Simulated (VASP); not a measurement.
# Al2BN3 (P4/mmm) in VASP: a series of runs

The runs below take Al2BN3 through single point, relaxation of cell and atoms, with PBE.

Everything below comes from runs of VASP 6.6.1. Logs are shortened: lines on timing, memory, paths and dates and some standing lists are left out, and cuts for length are marked.

## Step 1: The cell of the first run

Symmetry: P4/mmm, No. 123, tetragonal system. Conventional cell: a = 3.326 Å, b = 3.326 Å, c = 6.186 Å, α = 90.00°, β = 90.00°, γ = 90.00°. Al (site symmetry 4mm) has 5 N at 1.86 to 2.49 Å and 1 Al at 2.47 Å within 2.5 Å. Within 3.6 Å of B (site symmetry 4/mmm) lie 8 Al at 2.66 Å and 4 B at 3.33 Å and 8 N at 3.51 Å. N (site symmetry 4/mmm) has 4 N at 1.66 Å and 2 Al at 1.86 Å within 2.2 Å. N (site symmetry mmm) has 2 N at 1.66 Å within 2.2 Å.

The cell was generated, and may not be a known phase.

## Step 2: Single point, PBE, collinear spin, ferromagnetic start

File INCAR:

```
SYSTEM = Al2BN3
PREC = Accurate
ENCUT = 520
EDIFF = 1E-6
ISMEAR = 0
SIGMA = 0.1
LREAL = .False.
LASPH = .True.
NELM = 150
ALGO = Normal
ISIF = 2
LWAVE = .False.
LCHARG = .True.
ISPIN = 2
MAGMOM = 0 0 0 1 1 1
LORBIT = 11
GGA = PE
LELF = .True.
LVHAR = .True.
NBANDS = 25
```

File KPOINTS:

```
Automatic mesh
0
Gamma
  6 6 4
  0 0 0
```

File POSCAR:

```
Al2BN3
1.0
    3.3259909476      0.0000000000      0.0000000000
    0.0000000000      3.3259909476      0.0000000000
    0.0000000000      0.0000000000      6.1860058044
Al B N
2 1 3
Direct
    0.5000000000      0.5000000000      0.1995682601
    0.5000000000      0.5000000000      0.8004317399
    0.0000000000      0.0000000000      0.0000000000
    0.5000000000      0.5000000000      0.5000000000
    0.5000000000      0.0000000000      0.5000000000
    0.0000000000      0.5000000000      0.5000000000
```

Potentials or basis: VASP PAW PBE potentials, release 64 (Al, B, N).

The run is started by

```sh
$ cat potpaw_PBE.64/Al/POTCAR potpaw_PBE.64/B/POTCAR potpaw_PBE.64/N/POTCAR > POTCAR
$ mpirun -np 1 vasp_std > vasp.out
```

OUTCAR:

```text
SYSTEM = Al2BN3
   PREC = Accurate
   ENCUT = 520
   EDIFF = 1E-6
   ISMEAR = 0
   LREAL = .False.
   LASPH = .True.
   NELM = 150
   ISIF = 2
   ISPIN = 2
   LORBIT = 11
   GGA = PE

 ion  position               nearest neighbor table
   1  0.500  0.500  0.200-   4 1.86   2 2.47   5 2.49   6 2.49   5 2.49   6 2.49   3 2.66   3 2.66
                             3 2.66   3 2.66
   2  0.500  0.500  0.800-   4 1.86   1 2.47   5 2.49   6 2.49   5 2.49   6 2.49   3 2.66   3 2.66
                             3 2.66   3 2.66
   3  0.000  0.000  0.000-   1 2.66   2 2.66   1 2.66   2 2.66   1 2.66   2 2.66   1 2.66   2 2.66

   4  0.500  0.500  0.500-   5 1.66   6 1.66   5 1.66   6 1.66   1 1.86   2 1.86
   5  0.500  0.000  0.500-   4 1.66   4 1.66   1 2.49   1 2.49   2 2.49   2 2.49
   6  0.000  0.500  0.500-   4 1.66   4 1.66   1 2.49   1 2.49   2 2.49   2 2.49

  LATTYP: Found a simple tetragonal cell.
 ALAT       =     3.3259909476
 C/A-ratio  =     1.8598985691

  Lattice vectors:

 A1 = (   3.3259909476,   0.0000000000,   0.0000000000)
 A2 = (   0.0000000000,   3.3259909476,   0.0000000000)
 A3 = (   0.0000000000,   0.0000000000,   6.1860058044)

Analysis of symmetry for initial positions (statically):
=====================================================================
 Subroutine PRICEL returns:
 Original cell was already a primitive cell.

 Routine SETGRP: Setting up the symmetry group for a
 simple tetragonal supercell.

 Subroutine GETGRP returns: Found 16 space group operations
 (whereof 16 operations were pure point group operations)
 out of a pool of 16 trial point group operations.

The static configuration has the point symmetry D_4h.

Analysis of symmetry for dynamics (positions and initial velocities):
=====================================================================
 Subroutine PRICEL returns:
 Original cell was already a primitive cell.

 Routine SETGRP: Setting up the symmetry group for a
 simple tetragonal supercell.

 Subroutine GETGRP returns: Found 16 space group operations
 (whereof 16 operations were pure point group operations)
 out of a pool of 16 trial point group operations.

The dynamic configuration has the point symmetry D_4h.

Analysis of structural, dynamic, and magnetic symmetry:
=====================================================================
 Subroutine PRICEL returns:
 Original cell was already a primitive cell.

 Routine SETGRP: Setting up the symmetry group for a
 simple tetragonal supercell.

 Subroutine GETGRP returns: Found 16 space group operations
 (whereof 16 operations were pure point group operations)
 out of a pool of 16 trial point group operations.

The overall configuration has the point symmetry D_4h.

 Subroutine INISYM returns: Found 16 space group operations
 (whereof 16 operations are pure point group operations),
 and found     1 'primitive' translations

----------------------------------------------------------------------------------------

                                     Primitive cell

  volume of cell :      68.4309

  direct lattice vectors                    reciprocal lattice vectors
     3.325990948  0.000000000  0.000000000     0.300662274  0.000000000  0.000000000
     0.000000000  3.325990948  0.000000000     0.000000000  0.300662274  0.000000000
     0.000000000  0.000000000  6.186005804     0.000000000  0.000000000  0.161655199

  length of vectors
     3.325990948  3.325990948  6.186005804     0.300662274  0.300662274  0.161655199

  position of ions in fractional coordinates (direct lattice)
     0.500000000  0.500000000  0.199568260
     0.500000000  0.500000000  0.800431740
     0.000000000  0.000000000  0.000000000
     0.500000000  0.500000000  0.500000000
     0.500000000  0.000000000  0.500000000
     0.000000000  0.500000000  0.500000000

  ion indices of the primitive-cell ions
   primitive index   ion index
                 1           1
                 2           2
                 3           3
                 4           4
                 5           5
[... 41 lines left out ...]
  energy-cutoff  :      520.00
  volume of cell :       68.43
 maximum number of plane-waves:      1880
 NGX is ok and might be reduce to    28
   NGX = 13   NGY = 13   NGZ = 23

 number of electron      24.0000001 magnetization       0.0012146

 Free energy of the ion-electron system (eV)
  ---------------------------------------------------
  ext. energy  EPLUGINS =         0.00000000
  ---------------------------------------------------
  free energy    TOTEN  =       -27.37362698 eV

  energy without entropy =      -27.35535688  energy(sigma->0) =      -27.36449193

 E-fermi :   5.7981     XC(G=0): -10.6204

 val. band max:        5.7810354165   @ k =   0.3333   0.1667   0.2500
 cond. band min:       5.8119240564   @ k =   0.5000   0.3333   0.5000
 fundamental gap:      0.0308886399
 Fermi energy:         5.7981077965

 spin component 1

 k-point     1 :       0.0000    0.0000    0.0000
  band No.  band energies     occupation
      1     -15.3005      1.00000
      2      -5.9527      1.00000
      3      -3.9774      1.00000
      4      -3.9774      1.00000
      5      -3.8337      1.00000
      6      -3.7570      1.00000
[... 637 lines left out ...]
     23      15.5045      0.00000
     24      15.8429      0.00000

 [... further k-points ...]

 spin component 2

 k-point     1 :       0.0000    0.0000    0.0000
  band No.  band energies     occupation
      1     -15.3003      1.00000
      2      -5.9522      1.00000
      3      -3.9772      1.00000
      4      -3.9772      1.00000
      5      -3.8336      1.00000
      6      -3.7567      1.00000
[... 637 lines left out ...]
     23      15.5045      0.00000
     24      15.8432      0.00000

 [... further k-points ...]

 [bands above 24 left out]

------------------------ aborting loop because EDIFF is reached ----------------------------------------

  FORCE on cell =-STRESS in cart. coord.  units (eV):
  Direction    XX          YY          ZZ          XY          YZ          ZX
  --------------------------------------------------------------------------------------
  -------------------------------------------------------------------------------------
  Total       -0.1894897     -0.1894897     -0.0343832      0.0000000     -0.0000000     -0.0000000
  in kB       -4.4365339     -4.4365339     -0.8050158      0.0000000     -0.0000000     -0.0000000
  external PRESSURE =      -3.2260279 kB  Pullay stress =       0.0000000 kB

 VOLUME and BASIS-vectors are now :
 -----------------------------------------------------------------------------
  energy-cutoff  :      520.00
  volume of cell :       68.43
      direct lattice vectors                 reciprocal lattice vectors
     3.325990948  0.000000000  0.000000000     0.300662274  0.000000000  0.000000000
     0.000000000  3.325990948  0.000000000     0.000000000  0.300662274  0.000000000
     0.000000000  0.000000000  6.186005804     0.000000000  0.000000000  0.161655199

 POSITION                                       TOTAL-FORCE (eV/Angst)
 -----------------------------------------------------------------------------------
      1.66300      1.66300      1.23453         0.000000     -0.000000      0.027239
      1.66300      1.66300      4.95148        -0.000000      0.000000     -0.027239
      0.00000      0.00000      0.00000         0.000000      0.000000      0.000000
      1.66300      1.66300      3.09300         0.000000      0.000000      0.000000
      1.66300      0.00000      3.09300         0.000000      0.000000      0.000000
      0.00000      1.66300      3.09300         0.000000      0.000000      0.000000
 -----------------------------------------------------------------------------------
    total drift:                                0.000000      0.000000      0.000000

  FREE ENERGIE OF THE ION-ELECTRON SYSTEM (eV)
  ---------------------------------------------------
  free  energy   TOTEN  =       -27.3736269761 eV

  energy  without entropy=      -27.3553568810  energy(sigma->0) =      -27.36449193

 total charge

# of ion       s       p       d       tot
------------------------------------------
    1        0.378   0.308   0.000   0.686
    2        0.378   0.308   0.000   0.686
    3        0.755   0.738   0.000   1.493
    4        1.332   2.355   0.000   3.687
    5        1.355   2.139   0.000   3.494
    6        1.355   2.139   0.000   3.494
--------------------------------------------------
tot          5.555   7.986   0.000  13.541

 magnetization (x)

# of ion       s       p       d       tot
------------------------------------------
    1       -0.000   0.000   0.000   0.000
    2       -0.000   0.000   0.000   0.000
    3        0.000   0.000   0.000   0.000
    4        0.000   0.000   0.000   0.000
    5        0.000   0.000   0.000   0.000
    6        0.000   0.000   0.000   0.000
--------------------------------------------------
tot          0.000   0.001   0.000   0.001
```

Run time: 65 s. Hardware: 1 thread of AMD EPYC 9R45 (Zen 5), shared host; peak memory 0.22 GiB.

What came out:

```
Free energy                                           : -27.3736 eV
Pressure                                              : -0.3 GPa
Largest force                                         : 0.027 eV/Å
Band gap on the k mesh                                : zero (filled and empty bands overlap)
Net moment                                            : 0.00 μB per cell
Valence electrons inside the program's atomic spheres : Al 0.69; B 1.49; N 3.69, 3.49 (each value once)
```

Forces on the atoms (eV/Å):
```
Al   0.000  0.000  0.027
Al   0.000  0.000 -0.027
B    0.000  0.000  0.000
N    0.000  0.000  0.000
N    0.000  0.000  0.000
N    0.000  0.000  0.000
```

Levels at points of the mesh, in eV from the Fermi level:
Spin up:
| k point | band 9 | band 10 | band 11 | band 12 | band 13 | band 14 | band 15 | band 16 |
| --- | --- | --- | --- | --- | --- | --- | --- | --- |
| (0.00, 0.00, 0.00) | -1.03 | 0.09 | 0.09 | 0.85 | 0.85 | 1.07 | 2.21 | 2.83 |
| (0.50, 0.00, 0.00) | -1.45 | -1.33 | -0.35 | 0.41 | 1.75 | 2.20 | 2.24 | 2.35 |
| (0.50, 0.50, 0.00) | -3.32 | -3.32 | -3.08 | 0.11 | 0.46 | 1.66 | 1.66 | 2.40 |
| (0.00, 0.00, 0.50) | -1.08 | 0.16 | 0.16 | 0.24 | 0.67 | 0.67 | 2.58 | 5.77 |
| (0.50, 0.00, 0.50) | -1.87 | -1.44 | -0.81 | -0.26 | -0.02 | 1.88 | 2.21 | 2.29 |
| (0.50, 0.50, 0.50) | -2.53 | -1.74 | -1.74 | 0.11 | 0.98 | 1.61 | 1.61 | 2.40 |
Spin down:
```csv
k point,band 8,band 9,band 10,band 11,band 12,band 13,band 14,band 15,band 16,band 17
"(0.00, 0.00, 0.00)",-2.61,-1.03,0.09,0.09,0.85,0.85,1.07,2.21,2.83,5.72
"(0.50, 0.00, 0.00)",-4.37,-1.45,-1.33,-0.35,0.41,1.75,2.20,2.24,2.35,4.69
"(0.50, 0.50, 0.00)",-3.47,-3.32,-3.32,-3.08,0.11,0.46,1.66,1.66,2.40,3.98
"(0.00, 0.00, 0.50)",-3.90,-1.08,0.16,0.16,0.24,0.67,0.67,2.58,5.78,6.34
"(0.50, 0.00, 0.50)",-2.95,-1.87,-1.44,-0.81,-0.26,-0.02,1.88,2.21,2.29,5.50
"(0.50, 0.50, 0.50)",-4.41,-2.53,-1.74,-1.74,0.11,0.98,1.61,1.61,2.40,2.74
```

## Step 3: Single point, PBE, collinear spin, ferromagnetic start

This run uses another cell than the first one, of 14.25 Å³/atom.

File INCAR:

```
SYSTEM = Al2BN3
ALGO = Normal ; EDIFF = 1E-6
ENCUT = 520 ; GGA = PE
ISIF = 2 ; ISMEAR = 0
ISPIN = 2 ; LASPH = .TRUE.
LCHARG = .FALSE. ; LORBIT = 11
LREAL = .FALSE. ; LWAVE = .FALSE.
MAGMOM = 0 0 0 1 1 1 ; NBANDS = 25
NELM = 150 ; PREC = Accurate
SIGMA = 0.1
```

File KPOINTS:

```
k-points
0
G
  6 6 4
  0 0 0
```

File POSCAR:

```
Al2BN3
1.0
    3.7285408700      0.0000000000      0.0000000000
    0.0000000000      3.7285408700      0.0000000000
    0.0000000000      0.0000000000      6.1509970000
Al B N
2 1 3
Direct
    0.5000000000      0.5000000000      0.2013122200
    0.5000000000      0.5000000000      0.7986877800
    0.0000000000      0.0000000000      0.0000000000
    0.5000000000      0.5000000000      0.5000000000
    0.5000000000      0.0000000000      0.5000000000
    0.0000000000      0.5000000000      0.5000000000
```

Potentials or basis: VASP PAW PBE potentials, release 64 (Al, B, N).

The run is started by

```sh
$ cat potpaw_PBE.64/Al/POTCAR potpaw_PBE.64/B/POTCAR potpaw_PBE.64/N/POTCAR > POTCAR
$ mpirun -np 1 vasp_std > vasp.out
```

It took 2.2 min on 1 thread of AMD EPYC 9R45 (Zen 5), shared host; peak memory 0.24 GiB.

The run converged. Its results:

| Quantity | Value |
| --- | --- |
| Free energy | -26.3074 eV |
| Pressure | -12.3 GPa |
| Largest force | 0.900 eV/Å |
| Net moment | 0.44 μB per cell |
| Site moments | Al -0.00; B +0.00; N +0.12, +0.10 (each value once) μB |
| Valence electrons inside the program's atomic spheres | Al 0.68; B 1.39; N 3.62, 3.38 (each value once) |

Forces in eV/Å, atoms in the order of the input:
```
Al   0.000  0.000  0.900
Al   0.000  0.000 -0.900
B    0.000  0.000  0.000
N    0.000  0.000  0.000
N    0.000  0.000  0.000
N    0.000  0.000  0.000
```

Stress tensor (GPa, compression positive):
```
-13.49   0.00   0.00
  0.00 -13.49   0.00
  0.00   0.00  -9.85
```

Levels at points of the mesh, in eV from the Fermi level:
Spin up:
```csv
k point,band 8,band 9,band 10,band 11,band 12,band 13,band 14,band 15,band 16,band 17
"(0.00, 0.00, 0.00)",-1.71,-0.91,-0.23,-0.21,-0.21,0.41,0.41,0.87,3.95,5.34
"(0.50, 0.00, 0.00)",-3.23,-1.57,-1.11,-0.63,0.60,0.73,0.95,1.60,2.49,3.42
"(0.50, 0.50, 0.00)",-2.63,-2.63,-2.61,-2.61,-0.13,-0.05,-0.05,0.69,1.31,1.58
"(0.00, 0.00, 0.50)",-2.53,-0.97,-0.40,-0.11,-0.11,0.14,0.14,0.18,4.62,6.01
"(0.50, 0.00, 0.50)",-2.09,-1.83,-1.07,-0.43,-0.22,0.13,0.73,0.78,1.51,3.56
"(0.50, 0.50, 0.50)",-3.65,-3.02,-0.92,-0.92,-0.13,-0.07,-0.07,1.21,1.31,1.51
```
Spin down:
```tsv
k point	band 8	band 9	band 10	band 11	band 12	band 13	band 14	band 15	band 16	band 17
(0.00, 0.00, 0.00)	-1.65	-0.76	-0.22	0.03	0.03	0.53	0.53	1.00	3.97	5.34
(0.50, 0.00, 0.00)	-3.15	-1.24	-0.77	-0.50	0.83	0.95	1.02	1.62	2.54	3.42
(0.50, 0.50, 0.00)	-2.63	-2.63	-2.50	-2.50	-0.05	0.29	0.29	0.72	1.70	1.72
(0.00, 0.00, 0.50)	-2.51	-0.83	-0.32	0.14	0.14	0.25	0.25	0.25	4.65	6.03
(0.50, 0.00, 0.50)	-1.98	-1.57	-0.73	-0.29	-0.10	0.15	0.88	1.06	1.51	3.57
(0.50, 0.50, 0.50)	-3.46	-2.99	-0.83	-0.83	-0.05	0.27	0.27	1.26	1.63	1.72
```

Caveat: the cell stands under tension; a moment this small can come from the mesh or the smearing.

## Step 4: Relaxation of cell and atoms, PBE

File INCAR:

```
PREC = Accurate ; ENCUT = 600
EDIFF = 1E-6 ; ISMEAR = 0
SIGMA = 0.1 ; LREAL = F
LASPH = T ; NELM = 60
ALGO = Normal ; ISIF = 3
LWAVE = F ; LCHARG = F
GGA = PE ; IBRION = 2
NSW = 100 ; EDIFFG = -0.01
```

File KPOINTS:

```
Automatic mesh
0
Gamma
  12 12 6
```

File POSCAR:

```
Al2BN3
1.0
    3.3259909476      0.0000000000      0.0000000000
    0.0000000000      3.3259909476      0.0000000000
    0.0000000000      0.0000000000      6.1860058044
Al B N
2 1 3
Direct
    0.5000000000      0.5000000000      0.1995682601
    0.5000000000      0.5000000000      0.8004317399
    0.0000000000      0.0000000000      0.0000000000
    0.5000000000      0.5000000000      0.5000000000
    0.5000000000      0.0000000000      0.5000000000
    0.0000000000      0.5000000000      0.5000000000
```

The run is started by

```sh
$ cat potpaw_PBE.64/Al/POTCAR potpaw_PBE.64/B/POTCAR potpaw_PBE.64/N/POTCAR > POTCAR
$ mpirun -np 1 vasp_std > vasp.out
```

It took 5.7 min on 1 thread of AMD EPYC 9R45 (Zen 5), shared host; peak memory 0.27 GiB.

Results (log left out):

- Free energy: -27.2443 eV
- Relaxed volume: 11.57 Å³/atom
- Relaxed cell: a = 3.368 Å, b = 3.368 Å, c = 6.120 Å, α = 90.00°, β = 90.00°, γ = 90.00°
- Space group after relaxing (to 0.1 Å): P4/mmm (No. 123)
- Energy gained by relaxing: 1.6 meV/atom
- Ionic steps: 10
- Pressure after relaxing: 0.0 GPa
- Band gap on the k mesh: zero (bands 12 and 13 overlap by 1.60 eV)

Step by step:
| step | energy change (eV) | largest force (eV/Å) | pressure (GPa) | volume (Å³) |
| --- | --- | --- | --- | --- |
| 1 | 0.0000 | 0.2678 | 0.02 | 68.43 |
| 2 | -0.0056 | 0.0745 | 0.67 | 68.44 |
| 3 | -0.0056 | 0.0735 | 0.67 | 68.44 |
| 4 | -0.0081 | 0.0528 | 0.21 | 68.92 |
| 5 | -0.0091 | 0.0232 | -0.43 | 69.62 |
| 6 | -0.0092 | 0.0276 | -0.29 | 69.48 |
| 7 | -0.0097 | 0.0155 | 0.02 | 69.39 |
| 8 | -0.0097 | 0.0135 | 0.05 | 69.39 |
| 9 | -0.0097 | 0.0138 | -0.04 | 69.42 |
| 10 | -0.0097 | 0.0011 | -0.01 | 69.40 |

Final structure:
```
CELL_PARAMETERS angstrom
3.36761 0.00000 0.00000
0.00000 3.36761 0.00000
0.00000 0.00000 6.11983
ATOMIC_POSITIONS crystal
Al 0.50000 0.50000 0.20145
Al 0.50000 0.50000 0.79855
B 0.00000 0.00000 0.00000
N 0.50000 0.50000 0.50000
N 0.50000 0.00000 0.50000
N 0.00000 0.50000 0.50000
```

Levels at points of the mesh, in eV from the Fermi level:
| k point | band 9 | band 10 | band 11 | band 12 | band 13 | band 14 | band 15 | band 16 |
| --- | --- | --- | --- | --- | --- | --- | --- | --- |
| (0.00, 0.00, 0.00) | -1.09 | 0.00 | 0.00 | 0.67 | 0.67 | 1.02 | 1.89 | 3.00 |
| (0.50, 0.00, 0.00) | -1.46 | -1.39 | -0.47 | 0.46 | 1.62 | 1.98 | 2.12 | 2.33 |
| (0.50, 0.50, 0.00) | -3.38 | -3.38 | -3.31 | 0.05 | 0.36 | 1.46 | 1.46 | 2.23 |
| (0.00, 0.00, 0.50) | -1.14 | 0.09 | 0.09 | 0.10 | 0.45 | 0.45 | 2.13 | 5.74 |
| (0.50, 0.00, 0.50) | -1.91 | -1.44 | -0.79 | -0.17 | -0.14 | 1.74 | 1.98 | 2.04 |
| (0.50, 0.50, 0.50) | -2.73 | -1.70 | -1.70 | 0.06 | 0.93 | 1.44 | 1.44 | 2.23 |

## Step 5: Summary

| task | spin | cell | k mesh | cutoff (eV) | gap on the mesh (eV) | pressure (GPa) | moment (μB) | largest force (eV/Å) |
| --- | --- | --- | --- | --- | --- | --- | --- | --- |
| single point | collinear, ferromagnetic start | a = 3.326, b = 3.326, c = 6.186 Å, 6 atoms, atomic positions A | 6 × 6 × 4 | 520 | none | -0.3 | 0.00 | 0.03 |
| single point | collinear, ferromagnetic start | a = 3.729, b = 3.729, c = 6.151 Å, 6 atoms, atomic positions B | 6 × 6 × 4 | 520 | none | -12.3 | 0.44 | 0.90 |
| relaxation of cell and atoms | off | relaxed from a = 3.326, b = 3.326, c = 6.186 Å, 6 atoms, atomic positions A | 12 × 12 × 6 | 600 | none | 0.0 | - | - |

Alike in all rows: level PBE; potentials or basis VASP PAW PBE potentials, release 64 (Al, B, N); smearing gaussian 0.1 eV.

Caveats: the cell stands under tension (at least some runs); a moment this small can come from the mesh or the smearing (at least some runs).

Absolute energies hang on the potentials; compare differences alone.

The gap in the log of VASP goes by the Fermi energy; the results here count the filled bands.